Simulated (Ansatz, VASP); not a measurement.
As in VASP and in Ansatz

File INCAR:

```
PREC     = Accurate       # precision mode
ENCUT    = 520            # plane-wave cutoff, eV
EDIFF    = 1E-8           # SCF threshold, eV
ISMEAR   = -1             # smearing method
SIGMA    = 0.05           # smearing width, eV
LREAL    = F              # projectors in reciprocal space
LASPH    = T              # aspherical terms in the spheres
NELM     = 80             # most SCF steps
ALGO     = Normal         # electronic algorithm
ISIF     = 2              # what is computed and relaxed
LWAVE    = F              # write WAVECAR
LCHARG   = F              # write CHGCAR
GGA      = CA             # functional
LEFG     = T            
NBANDS   = 12             # bands
```

The input KPOINTS:

```
regular mesh
0
Gamma
  9 9 9
```

Contents of POSCAR:

```
As
1.0
    0.0000000000      2.8744485395      2.8744485395
    2.8744485395      0.0000000000      2.8744485395
    2.8744485395      2.8744485395      0.0000000000
As
2
Direct
   -0.2600000000     -0.0800000000     -0.0800000000
    0.2600000000      0.0800000000      0.0800000000
```

Input for Ansatz:

```yaml
crystal:
  lattice:
    - [0.0, 2.8744485395, 2.8744485395]
    - [2.8744485395, 0.0, 2.8744485395]
    - [2.8744485395, 2.8744485395, 0.0]
  atoms:
    - { symbol: As, position: [-0.26, -0.08, -0.08] }
    - { symbol: As, position: [0.26, 0.08, 0.08] }
kpoints:
  mp_grid: { grid: [9, 9, 9] }
scf:
  occupations: { method: fermi_dirac, width: 0.05 }
hamiltonian:
  xc: lda
  pseudopotentials: { kind: paw }
output:
  forces: true
  stress: true
  eigenvalues: true
  efg: { contact_densities: true }
  populations: true
```

Change from the starting cell: shortest bond scaled by 0.64, PAW files.

Alike in both runs: task electric field gradients; functional LDA; k mesh 9 × 9 × 9; occupations fermi-dirac, width 0.05 eV; no spin polarisation.

|  | VASP | Ansatz |
| --- | --- | --- |
| version | VASP 6.6.1 | Ansatz 0.2.0 |
| potentials or method | VASP PAW LDA potentials, release 64 (As) | PAW with Ansatz's default frozen-core files, scalar-relativistic |
| plane-wave cutoff (eV) | 520 | 420 |
| valence electrons in the cell | 10 | 30 |

```csv
,VASP,Ansatz,Ansatz less VASP
pressure (GPa),84.2,77.1,-7.16
"traceless stress, the component that is largest in VASP (GPa)",-82.28,-74.88,+7.394
rms of the force components (eV/Å),25.733,23.405,-2.3286
size of Vzz on the site where it differs most (V/Å²),431.5,361.5,-69.97
```

LDA's correlation is that of Perdew and Zunger in VASP and of Perdew and Wang (1992) in Ansatz. Atom by atom the forces differ by 2.329 eV/Å (rms over components). Both programs put the cell under a high pressure, so it lies far from rest at this level. VASP's potentials hold 10 valence electrons a cell and Ansatz's 30, so a difference there can come from the potentials and not from the codes.

Noted on VASP's run: the cell as given lies far from equilibrium.
